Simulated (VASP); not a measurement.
# Rh (P6_3/mmc) in VASP: a series of runs

The runs below take Rh through single point, with PBEsol.

Everything below comes from runs of VASP 6.6.1. Logs are shortened: lines on timing, memory, paths and dates and some standing lists are left out, and cuts for length are marked.

### 1 The cell of the first run

It takes space group P6_3/mmc (No. 194, hexagonal). The conventional cell has a = 2.617 Å, b = 2.617 Å, c = 4.244 Å, α = 90.00°, β = 90.00°, γ = 120.00°. Within 3.4 Å of Rh (site symmetry -6m2) lie 12 Rh at 2.60 to 2.62 Å.

### 2 Single point, PBEsol

Input file INCAR:

```
PREC     = Accurate       # precision mode
ENCUT    = 520            # plane-wave cutoff, eV
EDIFF    = 1E-6           # SCF threshold, eV
ISMEAR   = -1             # smearing method
SIGMA    = 0.1            # smearing width, eV
LREAL    = F              # projectors in reciprocal space
LASPH    = T              # aspherical terms in the spheres
NELM     = 80             # most SCF steps
ALGO     = Normal         # electronic algorithm
ISIF     = 2              # what is computed and relaxed
LWAVE    = F              # write WAVECAR
LCHARG   = T              # write CHGCAR
GGA      = PS             # functional
LELF     = T              # ELF
LVHAR    = T            
NBANDS   = 22             # bands
```

Input file KPOINTS:

```
Automatic mesh
0
Gamma
  12 12 7
```

Input file POSCAR:

```
Rh
1.0
    2.6170534403      0.0000000000      0.0000000000
   -1.3085267201      2.2664347663      0.0000000000
    0.0000000000      0.0000000000      4.2437500263
Rh
2
Direct
    0.6666666667      0.3333333333      0.7500000000
    0.3333333333      0.6666666667      0.2500000000
```

Potentials or basis: VASP PAW PBE potentials, release 64 (Rh_pv).

On the command line:

```sh
$ cat potpaw_PBE.64/Rh_pv/POTCAR > POTCAR
$ mpirun -np 1 vasp_std > vasp.out
```

OUTCAR:

```text
PREC = Accurate
   ENCUT = 520
   EDIFF = 1E-6
   ISMEAR = -1
   LREAL = F
   LASPH = T
   NELM = 80
   ISIF = 2
   GGA = PS

 ion  position               nearest neighbor table
   1  0.667  0.333  0.750-   2 2.60   2 2.60   2 2.60   2 2.60   2 2.60   2 2.60
   2  0.333  0.667  0.250-   1 2.60   1 2.60   1 2.60   1 2.60   1 2.60   1 2.60

  LATTYP: Found a hexagonal cell.
 ALAT       =     2.6170534403
 C/A-ratio  =     1.6215756090

  Lattice vectors:

 A1 = (   2.6170534403,   0.0000000000,   0.0000000000)
 A2 = (  -1.3085267201,   2.2664347663,   0.0000000000)
 A3 = (   0.0000000000,   0.0000000000,   4.2437500263)

Analysis of symmetry for initial positions (statically):
=====================================================================
 Subroutine PRICEL returns:
 Original cell was already a primitive cell.

 Routine SETGRP: Setting up the symmetry group for a
 hexagonal supercell.

 Subroutine GETGRP returns: Found 24 space group operations
 (whereof 12 operations were pure point group operations)
 out of a pool of 24 trial point group operations.

The static configuration has the point symmetry D_3d.
 The point group associated with its full space group is D_6h.

Analysis of symmetry for dynamics (positions and initial velocities):
=====================================================================
 Subroutine PRICEL returns:
 Original cell was already a primitive cell.

 Routine SETGRP: Setting up the symmetry group for a
 hexagonal supercell.

 Subroutine GETGRP returns: Found 24 space group operations
 (whereof 12 operations were pure point group operations)
 out of a pool of 24 trial point group operations.

The dynamic configuration has the point symmetry D_3d.
 The point group associated with its full space group is D_6h.

 Subroutine INISYM returns: Found 24 space group operations
 (whereof 12 operations are pure point group operations),
 and found     1 'primitive' translations

----------------------------------------------------------------------------------------

                                     Primitive cell

  volume of cell :      25.1713

  direct lattice vectors                    reciprocal lattice vectors
     2.617053440  0.000000000  0.000000000     0.382109125  0.220610806  0.000000000
    -1.308526720  2.266434766  0.000000000     0.000000000  0.441221612  0.000000000
     0.000000000  0.000000000  4.243750026     0.000000000  0.000000000  0.235640647

  length of vectors
[... 72 lines left out ...]
 SYSTEM =  unknown system
   PREC   = accura    normal or accurate (medium, high low for compatibility)
   ISTART =      0    job   : 0-new  1-cont  2-samecut
   ICHARG =      2    charge: 1-file 2-atom 10-const
   ISPIN  =      1    spin polarized calculation?
   LNONCOLLINEAR =      F non collinear calculations
   LSORBIT =      F    spin-orbit coupling
   LASPH  =      T    aspherical Exc in radial PAW
   ENCUT  =  520.0 eV  38.22 Ry    6.18 a.u.   4.87  4.87  7.89*2*pi/ulx,y,z
   NELM   =     80;   NELMIN=  2; NELMDL= -5     # of ELM steps
   EDIFF  = 0.1E-05   stopping-criterion for ELM
   LREAL  =      F    real-space projection
   EDIFFG = 0.1E-04   stopping-criterion for IOM
   NSW    =      0    number of steps for IOM
   IBRION =     -1    ionic relax: 0-MD 1-quasi-New 2-CG
   NFREE  =      0    steps in history (QN), initial steepest desc. (CG)
   ISIF   =      2    stress and relaxation
   ISYM   =      2    0-nonsym 1-usesym 2-fastsym
   POTIM  = 0.5000    time-step for ionic-motion
   TEBEG  =    0.0;   TEEND  =   0.0 temperature during run
   PSTRESS=    0.0 pullay stress
   NELECT =      30.0000    total number of electrons
   NUPDOWN=      -1.0000    fix difference up-down
   EMIN   =  10.00;   EMAX   =-10.00  energy-range for DOS
   EFERMI =   0.00;   METHOD = LEGACY
   ISMEAR =    -1;   SIGMA  =   0.10  broadening in eV -4-tet -1-fermi 0-gaus
   EFERMI_NEDOS =   21; number of points for ismear=-14 and -15
   IALGO  =     38    algorithm
   IMIX   =      4    mixing-type and parameters
     AMIX     =   0.40;   BMIX     =  1.00
     AMIX_MAG =   1.60;   BMIX_MAG =  1.00
  volume/ion in A,a.u.               =      12.59        84.93
  Fermi-wavevector in a.u.,A,eV,Ry     =   1.735722  3.280038 40.990669  3.012729
  Thomas-Fermi vector in A             =   2.809273
   LORBIT       =      0    0 simple, 1 ext, 2 COOP (PROOUT), +10 PAW based schemes
   GGA     = PS    functional components
   LHFCALC =     F    Hartree Fock is set to
   AEXX    =    0.0000 exact exchange contribution
   IVDW    =     0    specifies the selected vdW correction
   LEPSILON=     F    determine dielectric tensor
   LRPA    =     F    only Hartree local field effects (RPA)
 non-spin polarized calculation
  energy-cutoff  :      520.00
  volume of cell :       25.17
 maximum number of plane-waves:       699
 NGX is ok and might be reduce to    20
   NGX =  9   NGY =  9   NGZ = 15

 number of electron      29.9999996 magnetization

 Free energy of the ion-electron system (eV)
  ---------------------------------------------------
  ext. energy  EPLUGINS =         0.00000000
  ---------------------------------------------------
  free energy    TOTEN  =       -16.09635613 eV

  energy without entropy =      -16.00575314  energy(sigma->0) =      -16.05105464

 E-fermi :  13.5655     XC(G=0): -14.7932

 val. band max:       13.5642861019   @ k =   0.3333   0.0833   0.0000
 cond. band min:      13.5663971303   @ k =   0.1667   0.1667   0.4286
 fundamental gap:      0.0021110284
 Fermi energy:        13.5655222317

 k-point     1 :       0.0000    0.0000    0.0000
  band No.  band energies     occupation
      1     -34.0294      2.00000
      2     -33.1461      2.00000
      3     -33.1461      2.00000
      4     -33.0154      2.00000
      5     -33.0052      2.00000
      6     -33.0052      2.00000
[... 589 lines left out ...]
     21      29.5772      0.00000
     22      29.7288      0.00000

 [... further k-points ...]
[... 5 lines left out ...]
  --------------------------------------------------------------------------------------
  -------------------------------------------------------------------------------------
  Total        4.1842079      4.1842079      4.0871377      0.0000000     -0.0000000     -0.0000000
  in kB      266.3288605    266.3288615    260.1502493      0.0000000     -0.0000000     -0.0000000
  external PRESSURE =     264.2693238 kB  Pullay stress =       0.0000000 kB

 VOLUME and BASIS-vectors are now :
 -----------------------------------------------------------------------------
  energy-cutoff  :      520.00
  volume of cell :       25.17
      direct lattice vectors                 reciprocal lattice vectors
     2.617053440  0.000000000  0.000000000     0.382109125  0.220610806  0.000000000
    -1.308526720  2.266434766  0.000000000     0.000000000  0.441221612  0.000000000
     0.000000000  0.000000000  4.243750026     0.000000000  0.000000000  0.235640647

 POSITION                                       TOTAL-FORCE (eV/Angst)
 -----------------------------------------------------------------------------------
      1.30853      0.75548      3.18281         0.000000     -0.000000      0.000000
     -0.00000      1.51096      1.06094         0.000000      0.000000      0.000000
 -----------------------------------------------------------------------------------
    total drift:                                0.000000     -0.000000      0.000000

  FREE ENERGIE OF THE ION-ELECTRON SYSTEM (eV)
  ---------------------------------------------------
  free  energy   TOTEN  =       -16.0963561344 eV

  energy  without entropy=      -16.0057531426  energy(sigma->0) =      -16.05105464
```

stdout:

```text
POSCAR found type information on POSCAR Rh
 POSCAR found :  1 types and       2 ions
 scaLAPACK will be used
 -----------------------------------------------------------------------------
|                                                                             |
|                                                                             |
|     You enforced a specific xc type in the INCAR file but a different       |
|     I HOPE YOU KNOW WHAT YOU ARE DOING!                                     |
|                                                                             |
 -----------------------------------------------------------------------------

 LDA part: xc-table for (Slater+PW92), standard interpolation
 POSCAR, INCAR and KPOINTS ok, starting setup
 FFT: planning ... GRIDC
 FFT: planning ... GRID_SOFT
 FFT: planning ... GRID
 WAVECAR not read
 entering main loop
```

Run time: 24 s. Hardware: 1 thread of Intel Xeon Platinum 8259CL at 2.50GHz (Skylake/Cascade Lake), shared host; peak memory 0.16 GiB.

Results:

```
Free energy            : -16.0964 eV
Pressure               : 26.4 GPa
Band gap on the k mesh : zero (band 15 reaches 14.31 eV, above the bottom of band 16 at 11.50 eV)
```

Caveat: the PAW data sets were made with another functional, which shifts forces and pressure a little.

### 3 Single point, PBEsol

This run uses another cell than the first one, of 13.16 Å³/atom, 1.045 times its volume.

Input file INCAR:

```
  ALGO = Normal
  EDIFF = 1E-7
  ENCUT = 520
  GGA = PS
  ISIF = 2
  ISMEAR = -1
  LASPH = T
  LCHARG = F
  LREAL = F
  LWAVE = F
  NBANDS = 22
  NELM = 80
  PREC = Accurate
  SIGMA = 0.1
```

Input file KPOINTS:

```
k-points
0
Gamma
  12 12 7
```

Input file POSCAR:

```
Rh
1.0
    2.6561196989      0.0000000000      0.0000000000
   -1.3280598495      2.3002671388      0.0000000000
    0.0000000000      0.0000000000      4.3070989184
Rh
2
Direct
    0.6666666667      0.3333333333      0.7500000000
    0.3333333333      0.6666666667      0.2500000000
```

Potentials or basis: VASP PAW PBE potentials, release 64 (Rh_pv).

On the command line:

```sh
$ cat potpaw_PBE.64/Rh_pv/POTCAR > POTCAR
$ mpirun -np 1 vasp_std > vasp.out
```

Wall time 27 s (1 thread of Intel Xeon Platinum 8259CL at 2.50GHz (Skylake/Cascade Lake), shared host); peak memory 0.16 GiB.

Results (log left out):

- Free energy: -16.2236 eV
- Pressure: 9.6 GPa
- Band gap on the k mesh: zero (band 15 reaches 13.37 eV, above the bottom of band 16 at 10.75 eV)

Stress tensor (GPa, compression positive):
```
9.97 0.00 0.00
0.00 9.97 0.00
0.00 0.00 9.01
```

Levels at points of the mesh, in eV from the Fermi level:
```tsv
k point	band 12	band 13	band 14	band 15	band 16	band 17	band 18	band 19
(0.00, 0.00, 0.00)	-2.70	-2.70	-2.03	-2.03	0.15	0.15	0.57	8.99
(0.50, 0.00, 0.00)	-2.42	-2.34	0.49	0.69	0.82	3.16	5.36	10.61
```

Caveat: the PAW data sets were made with another functional, which shifts forces and pressure a little.

### 4 Single point, PBEsol

This run uses another cell than the first one, of 13.73 Å³/atom, 1.091 times its volume.

Input file INCAR:

```
SYSTEM = Rh
PREC     = Accurate       ! precision mode
ENCUT    = 520            ! plane-wave cutoff, eV
EDIFF    = 1E-7           ! SCF threshold, eV
ISMEAR   = -1             ! smearing method
SIGMA    = 0.1            ! smearing width, eV
LREAL    = .FALSE.        ! projectors in reciprocal space
LASPH    = .TRUE.         ! aspherical terms in the spheres
NELM     = 80             ! most SCF steps
ALGO     = Normal         ! electronic algorithm
ISIF     = 2              ! what is computed and relaxed
LWAVE    = .FALSE.        ! write WAVECAR
LCHARG   = .FALSE.        ! write CHGCAR
GGA      = PS             ! functional
NBANDS   = 22             ! bands
```

Input file KPOINTS:

```
Automatic mesh
0
G
  12 12 7
  0 0 0
```

Input file POSCAR:

```
Rh
1.0
    2.6940693933      0.0000000000      0.0000000000
   -1.3470346966      2.3331325382      0.0000000000
    0.0000000000      0.0000000000      4.3686372171
Rh
2
Direct
    0.6666666667      0.3333333333      0.7500000000
    0.3333333333      0.6666666667      0.2500000000
```

Potentials or basis: VASP PAW PBE potentials, release 64 (Rh_pv).

On the command line:

```sh
$ cat potpaw_PBE.64/Rh_pv/POTCAR > POTCAR
$ mpirun -np 1 vasp_std > vasp.out
```

OUTCAR:

```text
SYSTEM = Rh
   PREC = Accurate
   ENCUT = 520
   EDIFF = 1E-7
   ISMEAR = -1
   LREAL = .FALSE.
   LASPH = .TRUE.
   NELM = 80
   ISIF = 2
   GGA = PS

 ion  position               nearest neighbor table
   1  0.667  0.333  0.750-   2 2.68   2 2.68   2 2.68   2 2.68   2 2.68   2 2.68
   2  0.333  0.667  0.250-   1 2.68   1 2.68   1 2.68   1 2.68   1 2.68   1 2.68

  LATTYP: Found a hexagonal cell.
 ALAT       =     2.6940693933
 C/A-ratio  =     1.6215756090

  Lattice vectors:

 A1 = (   2.6940693933,   0.0000000000,   0.0000000000)
 A2 = (  -1.3470346966,   2.3331325382,   0.0000000000)
 A3 = (   0.0000000000,   0.0000000000,   4.3686372171)

Analysis of symmetry for initial positions (statically):
=====================================================================
 Subroutine PRICEL returns:
 Original cell was already a primitive cell.

 Routine SETGRP: Setting up the symmetry group for a
 hexagonal supercell.

 Subroutine GETGRP returns: Found 24 space group operations
 (whereof 12 operations were pure point group operations)
[... 155 lines left out ...]

 number of electron      30.0000009 magnetization

 Free energy of the ion-electron system (eV)
  ---------------------------------------------------
  ext. energy  EPLUGINS =         0.00000000
  ---------------------------------------------------
  free energy    TOTEN  =       -16.24502360 eV

  energy without entropy =      -16.13904949  energy(sigma->0) =      -16.19203655

 E-fermi :  11.8710     XC(G=0): -14.2251

 val. band max:       11.8623482622   @ k =   0.1667   0.0833   0.4286
 cond. band min:      11.8732038379   @ k =   0.1667   0.1667   0.4286
 fundamental gap:      0.0108555757
 Fermi energy:        11.8710498944

 k-point     1 :       0.0000    0.0000    0.0000
  band No.  band energies     occupation
      1     -35.2958      2.00000
      2     -34.6365      2.00000
      3     -34.6365      2.00000
      4     -34.5425      2.00000
      5     -34.5299      2.00000
      6     -34.5299      2.00000
[... 589 lines left out ...]
     21      27.2845      0.00000
     22      27.4685      0.00000

 [... further k-points ...]
[... 5 lines left out ...]
  --------------------------------------------------------------------------------------
  -------------------------------------------------------------------------------------
  Total       -0.5022757     -0.5022758     -0.7114541     -0.0000000     -0.0000000      0.0000000
  in kB      -29.3061402    -29.3061403    -41.5110077     -0.0000000     -0.0000000      0.0000000
  external PRESSURE =     -33.3744294 kB  Pullay stress =       0.0000000 kB

 VOLUME and BASIS-vectors are now :
 -----------------------------------------------------------------------------
  energy-cutoff  :      520.00
  volume of cell :       27.46
      direct lattice vectors                 reciprocal lattice vectors
     2.694069393  0.000000000  0.000000000     0.371185688  0.214304156  0.000000000
    -1.347034697  2.333132538  0.000000000     0.000000000  0.428608312  0.000000000
     0.000000000  0.000000000  4.368637217     0.000000000  0.000000000  0.228904336

 POSITION                                       TOTAL-FORCE (eV/Angst)
 -----------------------------------------------------------------------------------
      1.34703      0.77771      3.27648        -0.000000      0.000000      0.000000
     -0.00000      1.55542      1.09216         0.000000      0.000000      0.000000
 -----------------------------------------------------------------------------------
    total drift:                                0.000000     -0.000000      0.000000

  FREE ENERGIE OF THE ION-ELECTRON SYSTEM (eV)
  ---------------------------------------------------
  free  energy   TOTEN  =       -16.2450235967 eV

  energy  without entropy=      -16.1390494944  energy(sigma->0) =      -16.19203655
```

OSZICAR:

```text
N       E                     dE             d eps       ncg     rms          rms(c)
DAV:   1     0.325016506403E+03    0.32502E+03   -0.19100E+04  3360   0.159E+03
DAV:   2    -0.101821802893E+02   -0.33520E+03   -0.32334E+03  3458   0.473E+02
DAV:   3    -0.174351921840E+02   -0.72530E+01   -0.72113E+01  3896   0.783E+01
DAV:   4    -0.174821407467E+02   -0.46949E-01   -0.46944E-01  3752   0.640E+00
DAV:   5    -0.174828586368E+02   -0.71789E-03   -0.71788E-03  3944   0.816E-01    0.159E+01
DAV:   6    -0.162941590226E+02    0.11887E+01   -0.27274E+00  3656   0.177E+01    0.501E+00
DAV:   7    -0.162535694297E+02    0.40590E-01   -0.56946E-02  3860   0.212E+00    0.225E+00
DAV:   8    -0.162457113478E+02    0.78581E-02   -0.11088E-02  3554   0.122E+00    0.473E-01
DAV:   9    -0.162450132623E+02    0.69809E-03   -0.58517E-04  3872   0.295E-01    0.396E-02
DAV:  10    -0.162450238478E+02   -0.10586E-04   -0.65658E-06  3978   0.246E-02    0.970E-03
DAV:  11    -0.162450238846E+02   -0.36754E-07   -0.12103E-06  3878   0.114E-02    0.102E-03
DAV:  12    -0.162450235870E+02    0.29760E-06   -0.31410E-08  2194   0.199E-03    0.314E-04
DAV:  13    -0.162450235967E+02   -0.96934E-08   -0.31441E-09  1894   0.490E-04
   1 F= -.16245024E+02 E0= -.16192037E+02  d E =-.105974E+00
```

It took 26 s on 1 thread of Intel Xeon Platinum 8259CL at 2.50GHz (Skylake/Cascade Lake), shared host; peak memory 0.16 GiB.

What came out:

* Free energy: -16.2450 eV
* Pressure: -3.3 GPa
* Band gap on the k mesh: zero (band 15 reaches 12.51 eV, above the bottom of band 16 at 10.07 eV)

Caveat: the PAW data sets were made with another functional, which shifts forces and pressure a little.

(Continued in part 2 of 2.)
